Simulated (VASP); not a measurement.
Wanted: the native input for a VASP 6.6.1 run.

```yaml
Task: single point
Functional: PBE
Potentials_or_basis: VASP PAW PBE potentials, release 64 (Ni)
Cutoff: 520 eV
k_mesh: 14 × 14 × 14
Occupations: fermi-dirac, width 0.1 eV
Spin: collinear spin, ferromagnetic start
Starting_moments: "[1.0, 1.0] μB"
Dipole_correction: no
Further_INCAR_settings: ALGO = Normal; EDIFF = 1e-06; NBANDS = 21
```

The structure of Ni lies in POSCAR:

```
Ni
1.0
    0.0000000000      2.1529633205      2.1529633205
    2.1529633205      0.0000000000      2.1529633205
    2.1529633205      2.1529633205      0.0000000000
Ni
2
Direct
   -0.1250000000     -0.1250000000     -0.1250000000
    0.1250000000      0.1250000000      0.1250000000
```

This isn't the form of Ni at room conditions, which is fcc.

The input as run:

INCAR

```
  PREC = Accurate
  ENCUT = 520
  EDIFF = 1E-6
  ISMEAR = -1
  SIGMA = 0.1
  LREAL = F
  LASPH = T
  NELM = 150
  ALGO = Normal
  ISIF = 2
  LWAVE = F
  LCHARG = T
  ISPIN = 2
  MAGMOM = 1 1
  LORBIT = 11
  LMAXMIX = 4
  GGA = PE
  LELF = T
  LVHAR = T
  NBANDS = 21
```

KPOINTS

```
Automatic mesh
0
Gamma
  14 14 14
```

Potentials or basis: VASP PAW PBE potentials, release 64 (Ni).

Launch:

```sh
$ cat potpaw_PBE.64/Ni/POTCAR > POTCAR
$ mpirun -np 1 vasp_std > vasp.out
```

It gave:

```yaml
Pressure: 144.1 GPa
Net_moment: 1.41 μB per cell
Site_moments: Ni +0.67 μB
```

Caveat: the cell stands under pressure.

It took 28 s on 1 thread of Intel(R) Xeon(R) 6975P-C (Granite Rapids), on a shared host, peak memory 0.18 GiB.
